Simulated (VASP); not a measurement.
# GaAs (Pmmm) in VASP: notebook, part 2 of 2

VASP 6.6.1. The steps go on from the part before.

### Step 4. Relaxation of cell and atoms, PBE

This run uses another cell than the first one, of 21.07 Å³/atom.

INCAR

```
SYSTEM = GaAs
PREC = Accurate
ENCUT = 600
EDIFF = 1E-7
ISMEAR = 0
SIGMA = 0.1
LREAL = .FALSE.
LASPH = .TRUE.
NELM = 80
ALGO = Normal
ISIF = 3
LWAVE = .FALSE.
LCHARG = .FALSE.
GGA = PE
IBRION = 2
NSW = 90
EDIFFG = -0.04
```

KPOINTS

```
regular mesh
0
G
  6 4 2
  0 0 0
```

POSCAR

```
GaAs
1.0
    3.5017106700      0.0000000000      0.0000000000
    0.0000000000      3.9526212700      0.0000000000
    0.0000000000      0.0000000000      9.1325903200
Ga As
3 3
Direct
    0.5000000000      0.5000000000      0.1780484600
    0.5000000000      0.5000000000      0.8219515400
    0.0000000000      0.0000000000      0.5000000000
    0.5000000000      0.0000000000      0.3219515400
    0.0000000000      0.5000000000      0.0000000000
    0.5000000000      0.0000000000      0.6780484600
```

Potentials or basis: VASP PAW PBE potentials, release 64 (Ga_d, As).

Started as:

```
cat potpaw_PBE.64/Ga_d/POTCAR potpaw_PBE.64/As/POTCAR > POTCAR
mpirun -np 1 vasp_std > vasp.out
```

OUTCAR:

```text
SYSTEM = GaAs
   PREC = Accurate
   ENCUT = 600
   EDIFF = 1E-7
   ISMEAR = 0
   LREAL = .FALSE.
   LASPH = .TRUE.
   NELM = 80
   ISIF = 3
   GGA = PE
   IBRION = 2
   NSW = 90
   EDIFFG = -0.04

 ion  position               nearest neighbor table
   1  0.500  0.500  0.178-   4 2.37   4 2.37   5 2.39   5 2.39
   2  0.500  0.500  0.822-   6 2.37   6 2.37   5 2.39   5 2.39
   3  0.000  0.000  0.500-   4 2.39   6 2.39   4 2.39   6 2.39
   4  0.500  0.000  0.322-   1 2.37   1 2.37   3 2.39   3 2.39
   5  0.000  0.500  0.000-   1 2.39   2 2.39   1 2.39   2 2.39
   6  0.500  0.000  0.678-   2 2.37   2 2.37   3 2.39   3 2.39

  LATTYP: Found a simple orthorhombic cell.
 ALAT       =     3.5017106700
 B/A-ratio  =     1.1287686627
 C/A-ratio  =     2.6080368085

  Lattice vectors:

 A1 = (   3.5017106700,   0.0000000000,   0.0000000000)
 A2 = (   0.0000000000,   3.9526212700,   0.0000000000)
 A3 = (   0.0000000000,   0.0000000000,   9.1325903200)

Analysis of symmetry for initial positions (statically):
=====================================================================
 Subroutine PRICEL returns:
 Original cell was already a primitive cell.

 Routine SETGRP: Setting up the symmetry group for a
 simple orthorhombic supercell.

 Subroutine GETGRP returns: Found  8 space group operations
 (whereof  8 operations were pure point group operations)
 out of a pool of  8 trial point group operations.

The static configuration has the point symmetry D_2h.

Analysis of symmetry for dynamics (positions and initial velocities):
=====================================================================
 Subroutine PRICEL returns:
 Original cell was already a primitive cell.

 Routine SETGRP: Setting up the symmetry group for a
 simple orthorhombic supercell.

 Subroutine GETGRP returns: Found  8 space group operations
 (whereof  8 operations were pure point group operations)
 out of a pool of  8 trial point group operations.

The dynamic configuration has the point symmetry D_2h.

 Subroutine INISYM returns: Found  8 space group operations
 (whereof  8 operations are pure point group operations),
 and found     1 'primitive' translations

[... 123 lines left out ...]
  Fermi-wavevector in a.u.,A,eV,Ry     =   1.232971  2.329978 20.683822  1.520218
  Thomas-Fermi vector in A             =   2.367720
   LORBIT       =      0    0 simple, 1 ext, 2 COOP (PROOUT), +10 PAW based schemes
   GGA     = PE    functional components
   LHFCALC =     F    Hartree Fock is set to
   AEXX    =    0.0000 exact exchange contribution
   IVDW    =     0    specifies the selected vdW correction
   LEPSILON=     F    determine dielectric tensor
   LRPA    =     F    only Hartree local field effects (RPA)
 conjugate gradient relaxation of ions
 non-spin polarized calculation
 Gauss-broadening in eV      SIGMA  =   0.10
  energy-cutoff  :      600.00
  volume of cell :      126.40
 maximum number of plane-waves:      4248
 NGX is ok and might be reduce to    28
   NGX = 13   NGY = 15   NGZ = 37

--------------------------------------- Ionic step        1  -------------------------------------------

 number of electron      53.9999986 magnetization

 Free energy of the ion-electron system (eV)
  ---------------------------------------------------
  ext. energy  EPLUGINS =         0.00000000
  ---------------------------------------------------
  free energy    TOTEN  =       -21.27531111 eV

  energy without entropy =      -21.26801025  energy(sigma->0) =      -21.27166068

 E-fermi :   4.8344     XC(G=0):  -9.9503

 val. band max:        4.8152596916   @ k =   0.1667   0.5000   0.5000
 cond. band min:       4.8974225554   @ k =   0.1667   0.0000   0.0000
 fundamental gap:      0.0821628638
 Fermi energy:         4.8343612940

 k-point     1 :       0.0000    0.0000    0.0000
  band No.  band energies     occupation
      1     -10.7538      2.00000
      2     -10.5670      2.00000
      3     -10.5455      2.00000
      4     -10.5392      2.00000
      5     -10.5112      2.00000
      6     -10.4975      2.00000
[... 942 lines left out ...]
  FREE ENERGIE OF THE ION-ELECTRON SYSTEM (eV)
  ---------------------------------------------------
  free  energy   TOTEN  =       -22.3308470227 eV

  energy  without entropy=      -22.3161636605  energy(sigma->0) =      -22.32350534

[... ionic steps 4 to 7 ...]

--------------------------------------- Ionic step        8  -------------------------------------------

 number of electron      53.9999997 magnetization

------------------------ aborting loop because EDIFF is reached ----------------------------------------
[... 75 lines left out ...]
--------------------------------------- Ionic step       10  -------------------------------------------

 number of electron      53.9999996 magnetization

 Free energy of the ion-electron system (eV)
  ---------------------------------------------------
  ext. energy  EPLUGINS =         0.00000000
  ---------------------------------------------------
  free energy    TOTEN  =       -22.40576015 eV

  energy without entropy =      -22.39110157  energy(sigma->0) =      -22.39843086

 E-fermi :   3.2251     XC(G=0):  -9.2415

 val. band max:        3.1898160162   @ k =   0.5000   0.2500   0.5000
 cond. band min:       3.2383384716   @ k =   0.3333   0.5000   0.0000
 fundamental gap:      0.0485224554
 Fermi energy:         3.2251491937

 k-point     1 :       0.0000    0.0000    0.0000
  band No.  band energies     occupation
      1     -11.9559      2.00000
      2     -11.8328      2.00000
      3     -11.8301      2.00000
      4     -11.7939      2.00000
      5     -11.7479      2.00000
      6     -11.6560      2.00000
[... 862 lines left out ...]
  FREE ENERGIE OF THE ION-ELECTRON SYSTEM (eV)
  ---------------------------------------------------
  free  energy   TOTEN  =       -22.4057601469 eV

  energy  without entropy=      -22.3911015732  energy(sigma->0) =      -22.39843086

 reached required accuracy - stopping structural energy minimisation
```

OSZICAR:

```text
N       E                     dE             d eps       ncg     rms          rms(c)
DAV:   1     0.458979332286E+03    0.45898E+03   -0.27896E+04  1560   0.270E+03
[... 105 lines left out ...]
DAV:   1    -0.224145098813E+02   -0.93034E-02   -0.19145E-01  2088   0.437E+00    0.607E-01
DAV:   2    -0.224084456944E+02    0.60642E-02   -0.23804E-02  1824   0.207E+00    0.319E-01
DAV:   3    -0.224058285817E+02    0.26171E-02   -0.35789E-03  2104   0.588E-01    0.685E-02
DAV:   4    -0.224057651920E+02    0.63390E-04   -0.94655E-04  1616   0.248E-01    0.160E-02
DAV:   5    -0.224057606405E+02    0.45515E-05   -0.52936E-05  1936   0.550E-02    0.733E-03
DAV:   6    -0.224057600902E+02    0.55031E-06   -0.76771E-06  1976   0.183E-02    0.196E-03
DAV:   7    -0.224057601469E+02   -0.56705E-07   -0.68222E-07  1792   0.514E-03
  10 F= -.22405760E+02 E0= -.22398431E+02  d E =-.553632E-03
```

It took 28 min on 1 thread of Intel Xeon 8259CL, shared host; peak memory 0.32 GiB.

Results:

```
Free energy                           : -22.4058 eV
Relaxed volume                        : 24.87 Å³/atom
Relaxed cell                          : a = 3.828 Å, b = 3.933 Å, c = 9.913 Å, α = 90.00°, β = 90.00°, γ = 90.00°
Space group after relaxing (to 0.1 Å) : Pmmm (No. 47)
Energy gained by relaxing             : 188.4 meV/atom
Ionic steps                           : 10
Pressure after relaxing               : -0.1 GPa
Largest force after relaxing          : 0.020 eV/Å
Band gap on the k mesh                : zero (bands 27 and 28 overlap by 1.23 eV)
```

Forces on the atoms (eV/Å):
```
Ga   0.000  0.000 -0.004
Ga   0.000  0.000  0.004
Ga   0.000  0.000  0.000
As   0.000  0.000  0.020
As   0.000  0.000  0.000
As   0.000  0.000 -0.020
```

The path:
| step | energy change (eV) | largest force (eV/Å) | pressure (GPa) | volume (Å³) |
| --- | --- | --- | --- | --- |
| 1 | 0.0000 | 0.2551 | 14.07 | 126.40 |
| 2 | -0.9084 | 0.5718 | -3.34 | 163.06 |
| 3 | -1.0555 | 0.5723 | 0.12 | 150.58 |
| 4 | -1.0562 | 0.5753 | -0.17 | 151.45 |
| 5 | -1.1000 | 0.2869 | -0.33 | 151.63 |
| 6 | -1.1176 | 0.0437 | -0.47 | 151.83 |
| 7 | -1.1278 | 0.0348 | -0.10 | 149.97 |
| 8 | -1.1299 | 0.0234 | 0.14 | 148.81 |
| 9 | -1.1299 | 0.0224 | 0.16 | 148.71 |
| 10 | -1.1304 | 0.0196 | -0.09 | 149.22 |

Final structure:
```
Ga As
1.0
     3.82767    0.00000    0.00000
     0.00000    3.93253    0.00000
     0.00000    0.00000    9.91302
Ga As
3 3
Direct
  0.50000 0.50000 0.17086
  0.50000 0.50000 0.82914
  0.00000 0.00000 0.50000
  0.50000 0.00000 0.32657
  0.00000 0.50000 0.00000
  0.50000 0.00000 0.67343
```

Caveat: the k points lie up to 0.40 Å⁻¹ apart in the final cell, too coarse for converged energies and pressures of a metal; the volume moved by over 15 % at a fixed basis, so the end points are rough.

### Step 5. Single point, PBE

This run uses another cell than the first one, of 24.60 Å³/atom.

INCAR

```
PREC = Accurate
ENCUT = 520
EDIFF = 1E-7
ISMEAR = 0
SIGMA = 0.1
LREAL = False
LASPH = True
NELM = 100
ALGO = Normal
ISIF = 2
LWAVE = False
LCHARG = False
GGA = PE
NBANDS = 36
```

KPOINTS

```
regular mesh
0
Gamma
  10 10 4
```

POSCAR

```
GaAs
1.0
    3.8437681635      0.0000000000      0.0000000000
    0.0000000000      3.9130814491      0.0000000000
    0.0000000000      0.0000000000      9.8115695884
Ga As
3 3
Direct
    0.5000000000      0.5000000000      0.1717746199
    0.5000000000      0.5000000000      0.8282253801
    0.0000000000      0.0000000000      0.5000000000
    0.5000000000      0.0000000000      0.3269520101
    0.0000000000      0.5000000000      0.0000000000
    0.5000000000      0.0000000000      0.6730479899
```

Started as:

```
cat potpaw_PBE.64/Ga_d/POTCAR potpaw_PBE.64/As/POTCAR > POTCAR
mpirun -np 1 vasp_std > vasp.out
```

Run time: 16 min. Hardware: 1 thread of Intel Xeon 8259CL, shared host; peak memory 0.57 GiB.

Results (log left out):

| Item | Value |
| --- | --- |
| Free energy | -22.4073 eV |
| Pressure | 0.2 GPa |
| Largest force | 0.007 eV/Å |
| Band gap on the k mesh | zero (bands 27 and 28 overlap by 1.50 eV) |

Forces in eV/Å, atoms in the order of the input:
```
Ga   0.000  0.000 -0.007
Ga   0.000  0.000  0.007
Ga   0.000  0.000  0.000
As   0.000  0.000  0.002
As   0.000  0.000  0.000
As   0.000  0.000 -0.002
```

Stress tensor (GPa, compression positive):
```
0.17 0.00 0.00
0.00 0.09 0.00
0.00 0.00 0.20
```

Levels at points of the mesh, in eV from the Fermi level:
```csv
k point,band 24,band 25,band 26,band 27,band 28,band 29,band 30,band 31
"(0.00, 0.00, 0.00)",-1.08,-1.01,-0.83,-0.30,0.17,1.48,2.16,2.59
"(0.50, 0.00, 0.00)",-2.39,-1.05,-0.73,-0.18,0.84,1.80,2.22,3.66
"(0.00, 0.50, 0.00)",-2.23,-1.25,-1.19,-1.19,0.50,1.56,2.04,3.52
"(0.50, 0.50, 0.00)",-3.32,-3.02,-1.67,-1.18,-0.41,-0.02,1.67,2.13
"(0.00, 0.00, 0.50)",-1.70,-1.57,0.30,0.54,0.90,1.27,2.07,2.39
"(0.50, 0.00, 0.50)",-1.19,-0.98,-0.81,-0.56,0.84,1.35,2.50,3.05
"(0.00, 0.50, 0.50)",-1.19,-1.18,-0.67,0.49,0.51,0.66,0.82,3.49
"(0.50, 0.50, 0.50)",-3.38,-3.05,-1.55,-1.46,-0.65,-0.07,1.16,1.51
```

### Step 6. Overview

| task | cell | k mesh | cutoff (eV) | gap on the mesh (eV) | pressure (GPa) | largest force (eV/Å) |
| --- | --- | --- | --- | --- | --- | --- |
| single point | a = 3.813, b = 3.934, c = 9.890 Å, 6 atoms, atomic positions A | 6 × 4 × 2 | 520 | none | 0.2 | 0.02 |
| single point | a = 3.502, b = 3.953, c = 9.133 Å, 6 atoms, atomic positions B | 6 × 4 × 2 | 520 | none | 14.1 | 0.26 |
| relaxation of cell and atoms | relaxed from a = 3.502, b = 3.953, c = 9.133 Å, 6 atoms, atomic positions B | 6 × 4 × 2 | 600 | none | -0.1 | 0.02 |
| single point | a = 3.844, b = 3.913, c = 9.812 Å, 6 atoms, atomic positions A | 10 × 10 × 4 | 520 | none | 0.2 | 0.01 |

Alike in all rows: level PBE; potentials or basis VASP PAW PBE potentials, release 64 (Ga_d, As); no spin polarisation; smearing gaussian 0.1 eV.

Caveats: some runs use coarse meshes; the volume moved by over 15 % at a fixed basis, so the end points are rough (at least some runs).

Absolute energies hang on the potentials; compare differences alone.
